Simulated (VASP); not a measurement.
# HC16 (a cell with a defect) in VASP: further runs

HC16 (a cell with a defect) is run at these levels: PBE; tasks: single point.

Program: VASP 6.6.1. These are calculated values, not measurements. Logs are shortened: lines on timing, memory, paths and dates and some standing lists are left out, and cuts for length are marked.

## (1) The cell of the first run

The cell holds a defect, 17 atoms: a = 5.049 Å, b = 5.049 Å, c = 5.049 Å, α = 60.00°, β = 60.00°, γ = 60.00°.

## (2) Single point, PBE

Input file INCAR:

```
SYSTEM = HC16
  ALGO = Normal
  EDIFF = 1E-6
  ENCUT = 520
  GGA = PE
  ISIF = 2
  ISMEAR = 0
  LASPH = .TRUE.
  LCHARG = .FALSE.
  LREAL = Auto
  LWAVE = .FALSE.
  NBANDS = 46
  NELECT = 64.0
  NELM = 60
  PREC = Accurate
  SIGMA = 0.05
```

Input file KPOINTS:

```
k-points
0
G
  3 3 3
  0 0 0
```

Input file POSCAR:

```
HC16
1.0
    0.0000000000      3.5700000000      3.5700000000
    3.5700000000      0.0000000000      3.5700000000
    3.5700000000      3.5700000000      0.0000000000
C H
16 1
Direct
    0.0304118850     -0.0118414786     -0.0122334268
    0.1181053171      0.1208966349      0.1306397103
   -0.0031241946     -0.0070302015      0.5040577234
    0.1267395088      0.1208022690      0.6219578520
    0.0008850454      0.4935277362     -0.0015532438
    0.1372652855      0.6091054671      0.1244914677
    0.0028520185      0.4947669660      0.4988479713
    0.1255457642      0.6191397590      0.6249179794
    0.4877212269     -0.0039419187      0.0000275306
    0.5946733753      0.1315581244      0.1367986842
    0.4984222601     -0.0053431428      0.5025254253
    0.6222152317      0.1216815350      0.6256622355
    0.5069181475      0.4948495660     -0.0061205537
    0.6241540817      0.6180579782      0.1260707735
    0.4995086767      0.4948201323      0.4995934792
    0.6282089850      0.6190853424      0.6204531031
    0.8124057850      0.9079141313      0.0614398886
```

Potentials or basis: VASP PAW PBE potentials, release 64 (C, H).

On the command line:

```bash
cat potpaw_PBE.64/C/POTCAR potpaw_PBE.64/H/POTCAR > POTCAR
mpirun -np 1 vasp_std > vasp.out
```

OUTCAR:

```text
SYSTEM = HC16
   EDIFF = 1E-6
   ENCUT = 520
   GGA = PE
   ISIF = 2
   ISMEAR = 0
   LASPH = .TRUE.
   LREAL = Auto
   NELECT = 64.0
   NELM = 60
   PREC = Accurate

 ion  position               nearest neighbor table
   1  0.030  0.988  0.988-  17 1.18   2 1.50   4 1.51   6 1.56  10 1.80
   2  0.118  0.121  0.131-   1 1.50   9 1.52   5 1.54   3 1.54
   3  0.997  0.993  0.504-   2 1.54   8 1.54  12 1.54   4 1.55
   4  0.127  0.121  0.622-   1 1.51  11 1.53   7 1.54   3 1.55
   5  0.001  0.494  0.998-   2 1.54   8 1.54  14 1.55   6 1.56
   6  0.137  0.609  0.124-  13 1.52   7 1.54   5 1.56   1 1.56
   7  0.003  0.495  0.499-   8 1.54   4 1.54   6 1.54  16 1.54
   8  0.126  0.619  0.625-   7 1.54   5 1.54   3 1.54  15 1.54
   9  0.488  0.996  0.000-   2 1.52  12 1.54  14 1.56  10 1.57
  10  0.595  0.132  0.137-  17 1.18  13 1.50  11 1.51   9 1.57   1 1.80
  11  0.498  0.995  0.503-  10 1.51   4 1.53  12 1.54  16 1.55
  12  0.622  0.122  0.626-  15 1.54  11 1.54   9 1.54   3 1.54
  13  0.507  0.495  0.994-  10 1.50   6 1.52  14 1.54  16 1.54
  14  0.624  0.618  0.126-  13 1.54  15 1.54   5 1.55   9 1.56
  15  0.500  0.495  0.500-  12 1.54  14 1.54  16 1.54   8 1.54
  16  0.628  0.619  0.620-  13 1.54  15 1.54   7 1.54  11 1.55
  17  0.812  0.908  0.061-  10 1.18   1 1.18

  LATTYP: Found a face centered cubic cell.
 ALAT       =     7.1400000000

  Lattice vectors:

 A1 = (   0.0000000000,   3.5700000000,   3.5700000000)
 A2 = (   3.5700000000,   0.0000000000,   3.5700000000)
 A3 = (   3.5700000000,   3.5700000000,   0.0000000000)

Analysis of symmetry for initial positions (statically):
=====================================================================
 Subroutine PRICEL returns:
 Original cell was already a primitive cell.

 Routine SETGRP: Setting up the symmetry group for a
 face centered cubic supercell.

 Subroutine GETGRP returns: Found  1 space group operations
 (whereof  1 operations were pure point group operations)
 out of a pool of 48 trial point group operations.

The static configuration has the point symmetry C_1 .

Analysis of symmetry for dynamics (positions and initial velocities):
=====================================================================
 Subroutine PRICEL returns:
 Original cell was already a primitive cell.

 Routine SETGRP: Setting up the symmetry group for a
 face centered cubic supercell.

 Subroutine GETGRP returns: Found  1 space group operations
 (whereof  1 operations were pure point group operations)
 out of a pool of 48 trial point group operations.

The dynamic configuration has the point symmetry C_1 .

 Subroutine INISYM returns: Found  1 space group operations
 (whereof  1 operations are pure point group operations),
 and found     1 'primitive' translations

----------------------------------------------------------------------------------------

                                     Primitive cell

  volume of cell :      90.9986

  direct lattice vectors                    reciprocal lattice vectors
     0.000000000  3.570000000  3.570000000    -0.140056022  0.140056022  0.140056022
     3.570000000  0.000000000  3.570000000     0.140056022 -0.140056022  0.140056022
     3.570000000  3.570000000  0.000000000     0.140056022  0.140056022 -0.140056022

  length of vectors
     5.048742418  5.048742418  5.048742418     0.242584147  0.242584147  0.242584147

  position of ions in fractional coordinates (direct lattice)
     0.030411885  0.988158521  0.987766573
     0.118105317  0.120896635  0.130639710
     0.996875805  0.992969798  0.504057723
     0.126739509  0.120802269  0.621957852
     0.000885045  0.493527736  0.998446756
     0.137265285  0.609105467  0.124491468
[... 9 lines left out ...]
     0.628208985  0.619085342  0.620453103
     0.812405785  0.907914131  0.061439889

  ion indices of the primitive-cell ions
   primitive index   ion index
                 1           1
                 2           2
                 3           3
                 4           4
                 5           5
                 6           6
[... 9 lines left out ...]
                16          16
                17          17

----------------------------------------------------------------------------------------

 KPOINTS: k-points

Automatic generation of k-mesh.
 Grid dimensions read from file:
 generate k-points for:    3    3    3

 Generating k-lattice:

  Cartesian coordinates                     Fractional coordinates (reciprocal lattice)
    -0.046685341  0.046685341  0.046685341     0.333333333  0.000000000  0.000000000
     0.046685341 -0.046685341  0.046685341     0.000000000  0.333333333  0.000000000
     0.046685341  0.046685341 -0.046685341     0.000000000  0.000000000  0.333333333

  Length of vectors
     0.080861382  0.080861382  0.080861382

  Shift w.r.t. Gamma in fractional coordinates (k-lattice)
     0.000000000  0.000000000  0.000000000

 Subroutine IBZKPT returns following result:
 ===========================================

 Found     14 irreducible k-points:

 Following reciprocal coordinates:
            Coordinates               Weight
  0.000000  0.000000  0.000000      1.000000
  0.333333  0.000000  0.000000      2.000000
  0.000000  0.333333  0.000000      2.000000
  0.000000  0.000000  0.333333      2.000000
  0.333333  0.333333  0.333333      2.000000
  0.333333  0.333333  0.000000      2.000000
  0.000000  0.333333  0.333333      2.000000
  0.333333  0.000000  0.333333      2.000000
 -0.333333  0.333333  0.000000      2.000000
  0.000000 -0.333333  0.333333      2.000000
  0.333333  0.000000 -0.333333      2.000000
  0.333333  0.333333 -0.333333      2.000000
 -0.333333  0.333333 -0.333333      2.000000
  0.333333 -0.333333 -0.333333      2.000000
   k-points           NKPTS =     14   k-points in BZ     NKDIM =     14   number of bands    NBANDS=     46
   number of dos      NEDOS =    301   number of ions     NIONS =     17
   total plane-waves  NPLWV =  64000
   dimension x,y,z NGX =    40 NGY =   40 NGZ =   40
   dimension x,y,z NGXF=    80 NGYF=   80 NGZF=   80
   ions per type =              16   1
   NGX,Y,Z   is equivalent  to a cutoff of  13.17, 13.17, 13.17 a.u.
   NGXF,Y,Z  is equivalent  to a cutoff of  26.34, 26.34, 26.34 a.u.
 SYSTEM =  HC16
   PREC   = accura    normal or accurate (medium, high low for compatibility)
   ISTART =      0    job   : 0-new  1-cont  2-samecut
   ICHARG =      2    charge: 1-file 2-atom 10-const
   ISPIN  =      1    spin polarized calculation?
   LNONCOLLINEAR =      F non collinear calculations
   LSORBIT =      F    spin-orbit coupling
   LASPH  =      T    aspherical Exc in radial PAW
   ENCUT  =  520.0 eV  38.22 Ry    6.18 a.u.   9.39  9.39  9.39*2*pi/ulx,y,z
   NELM   =     60;   NELMIN=  2; NELMDL= -5     # of ELM steps
   EDIFF  = 0.1E-05   stopping-criterion for ELM
   LREAL  =      T    real-space projection
   EDIFFG = 0.1E-04   stopping-criterion for IOM
   NSW    =      0    number of steps for IOM
   IBRION =     -1    ionic relax: 0-MD 1-quasi-New 2-CG
   NFREE  =      0    steps in history (QN), initial steepest desc. (CG)
   ISIF   =      2    stress and relaxation
   ISYM   =      2    0-nonsym 1-usesym 2-fastsym
   POTIM  = 0.5000    time-step for ionic-motion
   TEBEG  =    0.0;   TEEND  =   0.0 temperature during run
   PSTRESS=    0.0 pullay stress
   NELECT =      64.0000    total number of electrons
   NUPDOWN=      -1.0000    fix difference up-down
   EMIN   =  10.00;   EMAX   =-10.00  energy-range for DOS
   EFERMI =   0.00;   METHOD = LEGACY
   ISMEAR =     0;   SIGMA  =   0.05  broadening in eV -4-tet -1-fermi 0-gaus
   EFERMI_NEDOS =   21; number of points for ismear=-14 and -15
   IALGO  =     38    algorithm
   IMIX   =      4    mixing-type and parameters
     AMIX     =   0.40;   BMIX     =  1.00
     AMIX_MAG =   1.60;   BMIX_MAG =  1.00
  volume/ion in A,a.u.               =       5.35        36.12
  Fermi-wavevector in a.u.,A,eV,Ry     =   1.455872  2.751200 28.838420  2.119564
  Thomas-Fermi vector in A             =   2.572856
   LORBIT       =      0    0 simple, 1 ext, 2 COOP (PROOUT), +10 PAW based schemes
   GGA     = PE    functional components
   LHFCALC =     F    Hartree Fock is set to
   AEXX    =    0.0000 exact exchange contribution
   IVDW    =     0    specifies the selected vdW correction
   LEPSILON=     F    determine dielectric tensor
   LRPA    =     F    only Hartree local field effects (RPA)
 non-spin polarized calculation
 Gauss-broadening in eV      SIGMA  =   0.05
  energy-cutoff  :      520.00
  volume of cell :       91.00
 maximum number of plane-waves:      2453
 NGX is ok and might be reduce to    40
   NGX = 19   NGY = 19   NGZ = 19

 number of electron      64.0000001 magnetization

 Free energy of the ion-electron system (eV)
  ---------------------------------------------------
  ext. energy  EPLUGINS =         0.00000000
  ---------------------------------------------------
  free energy    TOTEN  =      -155.22745119 eV

  energy without entropy =     -155.22745119  energy(sigma->0) =     -155.22745119

 E-fermi :  10.1507     XC(G=0): -13.2420

 val. band max:        9.8912855179   @ k =   0.0000   0.0000   0.0000
 cond. band min:      12.4732577401   @ k =   0.0000   0.0000   0.0000
 fundamental gap:      2.5819722223
 Fermi energy:        10.1506666343

 k-point     1 :       0.0000    0.0000    0.0000
  band No.  band energies     occupation
      1     -11.9897      2.00000
      2      -6.9388      2.00000
      3      -6.0154      2.00000
      4      -5.9369      2.00000
      5      -5.8842      2.00000
      6      -4.7863      2.00000
[... 36 lines left out ...]
     43      17.6808      0.00000
     44      18.0468      0.00000

 k-point     2 :       0.3333    0.0000    0.0000
  band No.  band energies     occupation
      1     -11.2436      2.00000
      2      -9.0095      2.00000
      3      -6.8839      2.00000
      4      -6.0004      2.00000
      5      -5.9107      2.00000
      6      -5.1839      2.00000
[... 556 lines left out ...]
 k-point    14 :       0.3333   -0.3333   -0.3333
  band No.  band energies     occupation
      1     -10.2210      2.00000
      2      -9.3408      2.00000
      3      -8.8521      2.00000
      4      -6.9743      2.00000
      5      -6.6884      2.00000
      6      -4.6088      2.00000
[... 36 lines left out ...]
     43      19.2660      0.00000
     44      19.4829      0.00000
 [bands above 44 left out]

------------------------ aborting loop because EDIFF is reached ----------------------------------------

  FORCE on cell =-STRESS in cart. coord.  units (eV):
  Direction    XX          YY          ZZ          XY          YZ          ZX
  --------------------------------------------------------------------------------------
  -------------------------------------------------------------------------------------
  Total       -5.8796473     -5.6165959     -5.8726644     -2.5951911      2.6006549     -2.0650909
  in kB     -103.5207033    -98.8892572   -103.3977581    -45.6925372     45.7887377    -36.3592656
  external PRESSURE =    -101.9359062 kB  Pullay stress =       0.0000000 kB

 VOLUME and BASIS-vectors are now :
 -----------------------------------------------------------------------------
  energy-cutoff  :      520.00
  volume of cell :       91.00
      direct lattice vectors                 reciprocal lattice vectors
     0.000000000  3.570000000  3.570000000    -0.140056022  0.140056022  0.140056022
     3.570000000  0.000000000  3.570000000     0.140056022 -0.140056022  0.140056022
     3.570000000  3.570000000  0.000000000     0.140056022  0.140056022 -0.140056022

 POSITION                                       TOTAL-FORCE (eV/Angst)
 -----------------------------------------------------------------------------------
      7.05405      3.63490      3.63630         0.010876      0.001537      0.003603
      0.89798      0.88802      0.85324         0.009365     -0.004814     -0.000961
      5.34439      5.35833      7.10375        -0.002245     -0.000394      0.001100
      2.65165      2.67285      0.88372        -0.000418     -0.006478      0.002441
      5.32635      3.56761      1.76505         0.000575     -0.002090     -0.004763
      2.61894      0.93447      2.66454        -0.000345      0.000210     -0.011502
[... 9 lines left out ...]
      4.42515      4.45772      4.45284         0.000286     -0.000920     -0.001133
      3.46059      3.11963      6.14154        -0.016047      0.001394     -0.017130
 -----------------------------------------------------------------------------------
    total drift:                                0.024276      0.003700      0.029860

  FREE ENERGIE OF THE ION-ELECTRON SYSTEM (eV)
  ---------------------------------------------------
  free  energy   TOTEN  =      -155.2274511859 eV

  energy  without entropy=     -155.2274511859  energy(sigma->0) =     -155.22745119
```

Wall time 4 min (1 thread of Intel Xeon 8259CL, shared host); peak memory 0.25 GiB.

What came out:

* Free energy: -155.2275 eV
* Largest force: 0.024 eV/Å

Forces on the atoms (eV/Å):
```
C    0.011  0.002  0.004
C    0.009 -0.005 -0.001
C   -0.002  0.000  0.001
C    0.000 -0.006  0.002
C    0.001 -0.002 -0.005
C    0.000  0.000 -0.012
C    0.007 -0.004 -0.001
C    0.002  0.004  0.001
C   -0.012  0.000  0.001
C    0.001 -0.002  0.010
C    0.004  0.007  0.000
C   -0.002  0.004  0.005
C    0.000  0.006  0.009
C   -0.004  0.001  0.001
C    0.001 -0.003  0.002
C    0.000 -0.001 -0.001
H   -0.016  0.001 -0.017
```

Levels at points of the mesh, in eV from the Fermi level:
| k point | band 28 | band 29 | band 30 | band 31 | band 32 | band 33 | band 34 | band 35 | band 36 | band 37 |
| --- | --- | --- | --- | --- | --- | --- | --- | --- | --- | --- |
| (0.00, 0.00, 0.00) | -2.99 | -2.87 | -0.54 | -0.41 | -0.26 | 2.32 | 3.09 | 4.03 | 4.24 | 4.54 |

Caveat: the k points lie up to 0.51 Å⁻¹ apart; the cell carries a net charge on a neutralising background, which shifts energy and pressure; the cell is charged against a uniform background, so pressure and absolute levels hang on convention.

## (3) Single point, PBE

Input file INCAR:

```
  PREC = Accurate
  ENCUT = 520
  EDIFF = 1E-7
  ISMEAR = 0
  SIGMA = 0.05
  LREAL = Auto
  LASPH = True
  NELM = 60
  ALGO = Normal
  ISIF = 2
  LWAVE = False
  LCHARG = False
  GGA = PE
  NELECT = 64.0
  NBANDS = 46
```

Input file KPOINTS:

```
regular mesh
0
Gamma
  3 3 3
```

Input file POSCAR:

```
HC16
1.0
    0.0000000000      3.5700000000      3.5700000000
    3.5700000000      0.0000000000      3.5700000000
    3.5700000000      3.5700000000      0.0000000000
C H
16 1
Direct
   -0.0001489431     -0.0033771626      0.0159917410
    0.1304520761      0.1214803714      0.1301285135
   -0.0124121860     -0.0113401153      0.4934004514
    0.1366306455      0.1321568302      0.6367672650
   -0.0017289731      0.4941059973      0.0069042481
    0.1258882759      0.6186030437      0.1314993309
   -0.0062932455      0.4953915416      0.5041389745
    0.1243171495      0.6096833515      0.6288894532
    0.5038851411     -0.0064793500      0.0058644645
    0.6254719162      0.1222344409      0.1302261864
    0.5023169219     -0.0047842717      0.5041844417
    0.6217753982      0.1213683317      0.6302390645
    0.4994127200      0.4953683854      0.0058556651
    0.6247351189      0.6197011453      0.1301625416
    0.4986610217      0.4953343394      0.5033040687
    0.6202652195      0.6196248108      0.6320488694
    1.0607898831      0.9086825406     -0.2816727594
```

Potentials or basis: VASP PAW PBE potentials, release 64 (C, H).

On the command line:

```bash
cat potpaw_PBE.64/C/POTCAR potpaw_PBE.64/H/POTCAR > POTCAR
mpirun -np 1 vasp_std > vasp.out
```

Run time: 4.4 min. Hardware: 1 thread of Intel Xeon 8259CL, shared host; peak memory 0.25 GiB.

It converged, with:

* Free energy: -155.2275 eV
* Largest force: 0.019 eV/Å

Forces in eV/Å, atoms in the order of the input:
```
C   -0.002  0.001 -0.012
C    0.002  0.006  0.008
C    0.011  0.008  0.010
C   -0.010 -0.010 -0.012
C    0.003  0.004 -0.001
C    0.000 -0.001 -0.003
C   -0.002 -0.007 -0.001
C    0.003  0.009  0.001
C    0.000 -0.006 -0.002
C   -0.004 -0.006  0.000
C   -0.010 -0.001  0.004
C    0.007 -0.001 -0.001
C    0.002 -0.003  0.002
C   -0.002 -0.002  0.004
C    0.003  0.001  0.008
C    0.002 -0.001  0.002
H   -0.002  0.009 -0.007
```

Levels at points of the mesh, in eV from the Fermi level:
| k point | band 30 | band 31 | band 32 | band 33 | band 34 | band 35 |
| --- | --- | --- | --- | --- | --- | --- |
| (0.00, 0.00, 0.00) | -0.52 | -0.39 | -0.23 | 2.34 | 3.11 | 4.05 |

Caveat: the k points lie up to 0.51 Å⁻¹ apart; the cell carries a net charge on a neutralising background, which shifts energy and pressure; the cell is charged against a uniform background, so pressure and absolute levels hang on convention.

(Part 1 of 2 ends here.)
